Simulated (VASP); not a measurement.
# Sb in VASP: notebook

Aim: see how the results for Sb move with the level of theory and the settings. Levels: PBEsol, HSE06, PBE0. Tasks: single point.

All numbers are computed with VASP 6.6.1; they aren't measurements. Logs are shortened: lines on timing, memory, paths and dates and some standing lists are left out, and cuts for length are marked.

## Step 1: The cell of the first run

It takes space group I4/mmm (No. 139, tetragonal). Conventional cell: a = 3.818 Å, b = 3.818 Å, c = 3.743 Å, α = 90.00°, β = 90.00°, γ = 90.00°. Within 4.3 Å of Sb (site symmetry 4/mmm) lie 14 Sb at 3.28 to 3.82 Å.

## Step 2: Single point, PBEsol

File INCAR:

```
SYSTEM = Sb
ALGO = Normal
EDIFF = 1E-6
ENCUT = 500
GGA = PS
GGA_COMPAT = .False.
ISIF = 2
ISMEAR = -1
LASPH = .True.
LCHARG = .False.
LREAL = .False.
LWAVE = .False.
NBANDS = 8
NELM = 120
PREC = Accurate
SIGMA = 0.05
```

File KPOINTS:

```
k-points
0
Gamma
  10 10 10
  0 0 0
```

File POSCAR:

```
Sb
1.0
   -1.9087677040      1.9087677040      1.8713408863
    1.9087677040     -1.9087677040      1.8713408863
    1.9087677040      1.9087677040     -1.8713408863
Sb
1
Direct
    0.0000000000      0.0000000000      0.0000000000
```

Potentials or basis: VASP PAW PBE potentials, release 64 (Sb).

Command:

```bash
cat potpaw_PBE.64/Sb/POTCAR > POTCAR
mpirun -np 1 vasp_std > vasp.out
```

OUTCAR:

```text
SYSTEM = Sb
   EDIFF = 1E-6
   ENCUT = 500
   GGA = PS
   ISIF = 2
   ISMEAR = -1
   LASPH = .True.
   LREAL = .False.
   NELM = 120
   PREC = Accurate

 ion  position               nearest neighbor table
   1  0.000  0.000  0.000-

  LATTYP: Found a body centered tetragonal cell.
 ALAT       =     3.8175354080
 C/A-ratio  =     0.9803921569

  Lattice vectors:

 A1 = (  -1.9087677040,   1.9087677040,   1.8713408863)
 A2 = (   1.9087677040,  -1.9087677040,   1.8713408863)
 A3 = (   1.9087677040,   1.9087677040,  -1.8713408863)

Analysis of symmetry for initial positions (statically):
=====================================================================
 Subroutine PRICEL returns:
 Original cell was already a primitive cell.

 Routine SETGRP: Setting up the symmetry group for a
 body centered tetragonal supercell.

 Subroutine GETGRP returns: Found 16 space group operations
 (whereof 16 operations were pure point group operations)
 out of a pool of 16 trial point group operations.

The static configuration has the point symmetry D_4h.

Analysis of symmetry for dynamics (positions and initial velocities):
=====================================================================
 Subroutine PRICEL returns:
 Original cell was already a primitive cell.

 Routine SETGRP: Setting up the symmetry group for a
 body centered tetragonal supercell.

 Subroutine GETGRP returns: Found 16 space group operations
 (whereof 16 operations were pure point group operations)
 out of a pool of 16 trial point group operations.

The dynamic configuration has the point symmetry D_4h.

 Subroutine INISYM returns: Found 16 space group operations
 (whereof 16 operations are pure point group operations),
 and found     1 'primitive' translations

----------------------------------------------------------------------------------------

                                     Primitive cell

  volume of cell :      27.2721

  direct lattice vectors                    reciprocal lattice vectors
    -1.908767704  1.908767704  1.871340886     0.000000000  0.261949109  0.267188092
     1.908767704 -1.908767704  1.871340886     0.261949109  0.000000000  0.267188092
     1.908767704  1.908767704 -1.871340886     0.261949109  0.261949109  0.000000000

  length of vectors
     3.284616417  3.284616417  3.284616417     0.374174842  0.374174842  0.370451983

  position of ions in fractional coordinates (direct lattice)
     0.000000000  0.000000000  0.000000000

  ion indices of the primitive-cell ions
   primitive index   ion index
                 1           1

----------------------------------------------------------------------------------------

 KPOINTS: k-points

Automatic generation of k-mesh.
 Grid dimensions read from file:
 generate k-points for:   10   10   10

 Generating k-lattice:

  Cartesian coordinates                     Fractional coordinates (reciprocal lattice)
     0.000000000  0.026194911  0.026718809     0.100000000  0.000000000 -0.000000000
     0.026194911  0.000000000  0.026718809     0.000000000  0.100000000 -0.000000000
     0.026194911  0.026194911  0.000000000     0.000000000  0.000000000  0.100000000

  Length of vectors
     0.037417484  0.037417484  0.037045198

  Shift w.r.t. Gamma in fractional coordinates (k-lattice)
     0.000000000  0.000000000  0.000000000

 Subroutine IBZKPT returns following result:
 ===========================================

 Found    102 irreducible k-points:

 Following reciprocal coordinates:
            Coordinates               Weight
  0.000000  0.000000  0.000000      1.000000
  0.100000  0.000000 -0.000000      8.000000
  0.200000  0.000000 -0.000000      8.000000
  0.300000  0.000000 -0.000000      8.000000
  0.400000  0.000000  0.000000      8.000000
  0.500000  0.000000  0.000000      4.000000
[... 16 lines left out ...]
  0.300000  0.300000 -0.000000      8.000000
  0.400000  0.300000 -0.000000     16.000000
 [... further k-points ...]
   k-points           NKPTS =    102   k-points in BZ     NKDIM =    102   number of bands    NBANDS=      8
   number of dos      NEDOS =    301   number of ions     NIONS =      1
   total plane-waves  NPLWV =  13824
   dimension x,y,z NGX =    24 NGY =   24 NGZ =   24
   dimension x,y,z NGXF=    48 NGYF=   48 NGZF=   48
   ions per type =               1
   NGX,Y,Z   is equivalent  to a cutoff of  12.15, 12.15, 12.15 a.u.
   NGXF,Y,Z  is equivalent  to a cutoff of  24.29, 24.29, 24.29 a.u.
 SYSTEM =  Sb
   PREC   = accura    normal or accurate (medium, high low for compatibility)
   ISTART =      0    job   : 0-new  1-cont  2-samecut
   ICHARG =      2    charge: 1-file 2-atom 10-const
   ISPIN  =      1    spin polarized calculation?
   LNONCOLLINEAR =      F non collinear calculations
   LSORBIT =      F    spin-orbit coupling
   LASPH  =      T    aspherical Exc in radial PAW
   ENCUT  =  500.0 eV  36.75 Ry    6.06 a.u.   5.99  5.99  5.99*2*pi/ulx,y,z
   NELM   =    120;   NELMIN=  2; NELMDL= -5     # of ELM steps
   EDIFF  = 0.1E-05   stopping-criterion for ELM
   LREAL  =      F    real-space projection
   EDIFFG = 0.1E-04   stopping-criterion for IOM
   NSW    =      0    number of steps for IOM
   IBRION =     -1    ionic relax: 0-MD 1-quasi-New 2-CG
   NFREE  =      0    steps in history (QN), initial steepest desc. (CG)
   ISIF   =      2    stress and relaxation
   ISYM   =      2    0-nonsym 1-usesym 2-fastsym
   POTIM  = 0.5000    time-step for ionic-motion
   TEBEG  =    0.0;   TEEND  =   0.0 temperature during run
   PSTRESS=    0.0 pullay stress
   NELECT =       5.0000    total number of electrons
   NUPDOWN=      -1.0000    fix difference up-down
   EMIN   =  10.00;   EMAX   =-10.00  energy-range for DOS
   EFERMI =   0.00;   METHOD = LEGACY
   ISMEAR =    -1;   SIGMA  =   0.05  broadening in eV -4-tet -1-fermi 0-gaus
   EFERMI_NEDOS =   21; number of points for ismear=-14 and -15
   IALGO  =     38    algorithm
   IMIX   =      4    mixing-type and parameters
     AMIX     =   0.40;   BMIX     =  1.00
     AMIX_MAG =   1.60;   BMIX_MAG =  1.00
  volume/ion in A,a.u.               =      27.27       184.04
  Fermi-wavevector in a.u.,A,eV,Ry     =   0.930019  1.757481 11.768159  0.864935
  Thomas-Fermi vector in A             =   2.056363
   LORBIT       =      0    0 simple, 1 ext, 2 COOP (PROOUT), +10 PAW based schemes
   GGA     = PS    functional components
   LHFCALC =     F    Hartree Fock is set to
   AEXX    =    0.0000 exact exchange contribution
   IVDW    =     0    specifies the selected vdW correction
   LEPSILON=     F    determine dielectric tensor
   LRPA    =     F    only Hartree local field effects (RPA)
 non-spin polarized calculation
  energy-cutoff  :      500.00
  volume of cell :       27.27
 maximum number of plane-waves:       708
   NGX = 11   NGY = 11   NGZ = 11

 number of electron       5.0000000 magnetization

 Free energy of the ion-electron system (eV)
  ---------------------------------------------------
  ext. energy  EPLUGINS =         0.00000000
  ---------------------------------------------------
  free energy    TOTEN  =        -4.36771719 eV

  energy without entropy =       -4.35977668  energy(sigma->0) =       -4.36374694

 E-fermi :   8.1250     XC(G=0): -10.2742

 val. band max:        8.1207826409   @ k =  -0.3000   0.3000   0.3000
 cond. band min:       8.1584386999   @ k =  -0.2000   0.4000   0.2000
 fundamental gap:      0.0376560590
 Fermi energy:         8.1250253040

 k-point     1 :       0.0000    0.0000    0.0000
  band No.  band energies     occupation
      1      -4.6164      2.00000
      2      13.4943      0.00000
      3      13.4943      0.00000
      4      13.5854      0.00000
      5      18.4789      0.00000
      6      18.7986      0.00000
      7      18.7986      0.00000
      8      19.8441      0.00000

 k-point     2 :       0.1000    0.0000   -0.0000
  band No.  band energies     occupation
      1      -4.4081      2.00000
      2      12.0736      0.00000
      3      12.8637      0.00000
      4      13.3478      0.00000
      5      17.5607      0.00000
      6      17.5975      0.00000
      7      19.2945      0.00000
      8      19.4952      0.00000

 k-point     3 :       0.2000    0.0000   -0.0000
  band No.  band energies     occupation
      1      -3.7882      2.00000
      2       9.2632      0.00000
      3      11.6919      0.00000
      4      12.8537      0.00000
      5      16.1374      0.00000
      6      16.4597      0.00000
      7      19.2287      0.00000
      8      20.2311      0.00000

 k-point     4 :       0.3000    0.0000   -0.0000
  band No.  band energies     occupation
      1      -2.7808      2.00000
      2       6.3918      2.00000
      3      10.6500      0.00000
      4      12.2872      0.00000
      5      15.1660      0.00000
      6      15.6312      0.00000
      7      19.8600      0.00000
      8      21.0110      0.00000

 k-point     5 :       0.4000    0.0000    0.0000
  band No.  band energies     occupation
      1      -1.4935      2.00000
      2       3.9159      2.00000
      3       9.9691      0.00000
      4      11.8686      0.00000
      5      14.6032      0.00000
      6      15.1334      0.00000
      7      20.9538      0.00000
      8      22.1062      0.00000
[... 177 lines left out ...]
 k-point    22 :      -0.2000    0.2000    0.0000
  band No.  band energies     occupation
      1      -3.8058      2.00000
      2       9.1197      0.00000
      3      11.8537      0.00000
      4      12.9934      0.00000
      5      16.2841      0.00000
      6      16.7197      0.00000
      7      19.0328      0.00000
      8      19.8713      0.00000

 k-point    23 :       0.3000    0.3000   -0.0000
  band No.  band energies     occupation
      1      -0.0188      2.00000
      2       4.0361      2.00000
      3       5.2284      2.00000
      4      10.4907      0.00000
      5      16.7424      0.00000
      6      18.3180      0.00000
      7      20.2577      0.00000
      8      22.6642      0.00000

 k-point    24 :       0.4000    0.3000   -0.0000
  band No.  band energies     occupation
      1      -0.0709      2.00000
      2       4.0817      2.00000
      3       5.2307      2.00000
      4      10.5520      0.00000
      5      16.8842      0.00000
      6      18.5558      0.00000
      7      19.7595      0.00000
      8      22.8502      0.00000

 [... further k-points ...]
[... 5 lines left out ...]
  --------------------------------------------------------------------------------------
  -------------------------------------------------------------------------------------
  Total       -0.3863942     -0.3863942     -0.5115921      0.0000000      0.0000000      0.0000000
  in kB      -22.6998050    -22.6998050    -30.0549047      0.0000000      0.0000000      0.0000000
  external PRESSURE =     -25.1515049 kB  Pullay stress =       0.0000000 kB

 VOLUME and BASIS-vectors are now :
 -----------------------------------------------------------------------------
  energy-cutoff  :      500.00
  volume of cell :       27.27
      direct lattice vectors                 reciprocal lattice vectors
    -1.908767704  1.908767704  1.871340886     0.000000000  0.261949109  0.267188092
     1.908767704 -1.908767704  1.871340886     0.261949109  0.000000000  0.267188092
     1.908767704  1.908767704 -1.871340886     0.261949109  0.261949109  0.000000000

 POSITION                                       TOTAL-FORCE (eV/Angst)
 -----------------------------------------------------------------------------------
      0.00000      0.00000      0.00000         0.000000     -0.000000      0.000000
 -----------------------------------------------------------------------------------
    total drift:                                0.000000     -0.000000      0.000000

  FREE ENERGIE OF THE ION-ELECTRON SYSTEM (eV)
  ---------------------------------------------------
  free  energy   TOTEN  =        -4.3677171947 eV

  energy  without entropy=       -4.3597766839  energy(sigma->0) =       -4.36374694
```

Wall time 11 s (1 thread of Intel Xeon 8259CL, shared host); peak memory 0.15 GiB.

Results:

```
Free energy            : -4.3677 eV
Pressure               : -2.5 GPa
Band gap on the k mesh : zero (an odd number of electrons rules out a gap without spin polarisation)
```

Levels at points of the mesh, in eV from the Fermi level:
| k point | band 1 | band 2 | band 3 | band 4 | band 5 | band 6 | band 7 |
| --- | --- | --- | --- | --- | --- | --- | --- |
| (0.00, 0.00, 0.00) | -12.74 | 5.37 | 5.37 | 5.46 | 10.35 | 10.67 | 10.67 |
| (0.50, 0.00, 0.00) | -8.74 | -5.49 | 1.61 | 3.59 | 6.29 | 6.84 | 13.77 |
| (0.50, 0.50, 0.00) | -8.86 | -5.54 | 1.82 | 3.90 | 6.55 | 7.14 | 13.34 |
| (0.50, 0.50, 0.50) | -5.66 | -2.06 | -2.06 | -1.72 | 2.92 | 3.08 | 17.55 |

Caveat: the PAW data sets were made with another functional, which shifts forces and pressure a little; spin-orbit coupling is left out, which moves the levels of the heavy elements.

[end of part 1 of 3]
